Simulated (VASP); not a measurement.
Set up this calculation in VASP 6.6.1, as the native input.

```yaml
Task: single point
Functional: PBE
Potentials_or_basis: VASP PAW PBE potentials, release 64 (Ta_pv, N)
Cutoff: 520 eV
k_mesh: 6 × 6 × 6
Occupations: gaussian, width 0.1 eV
Spin: collinear spin
Starting_moments: "[1.0, 0.0] μB"
Dipole_correction: no
Further_INCAR_settings: ALGO = Normal; EDIFF = 1e-06; NBANDS = 19
```

The structure of TaN lies in POSCAR:

```
TaN
1.0
    1.5717809869      0.9074681759      2.5176337792
   -1.5717809869      0.9074681759      2.5176337792
    0.0000000000     -1.8149363517      2.5176337792
Ta N
1 1
Direct
    0.0000000000      0.0000000000      0.0000000000
    0.5000000000      0.5000000000      0.5000000000
```

These files were run (other wordings do the same):

INCAR

```
SYSTEM = TaN
PREC = Accurate ; ENCUT = 520
EDIFF = 1E-6 ; ISMEAR = 0
SIGMA = 0.1 ; LREAL = .False.
LASPH = .True. ; NELM = 150
ALGO = Normal ; ISIF = 2
LWAVE = .False. ; LCHARG = .False.
ISPIN = 2 ; MAGMOM = 1 0
LORBIT = 11 ; LMAXMIX = 4
GGA = PE ; NBANDS = 19
```

KPOINTS

```
regular mesh
0
Gamma
  6 6 6
  0 0 0
```

Potentials or basis: VASP PAW PBE potentials, release 64 (Ta_pv, N).

Launch:

```console
$ cat potpaw_PBE.64/Ta_pv/POTCAR potpaw_PBE.64/N/POTCAR > POTCAR
$ mpirun -np 1 vasp_std > vasp.out
```

Results of the run:

| Item | Value |
| --- | --- |
| Pressure | 1.2 GPa |
| Band gap on the k mesh | zero (filled and empty bands overlap) |
| Net moment | 0.00 μB per cell |
| Valence electrons inside the program's atomic spheres | Ta 8.91; N 3.76 |

Caveat: the k points lie up to 0.41 Å⁻¹ apart, too coarse for converged energies and pressures of a metal; spin-orbit coupling is left out, which moves the levels of the heavy elements.

Run time: 34 s on 1 thread of Intel Xeon 8259CL (shared host), peak memory 0.16 GiB.
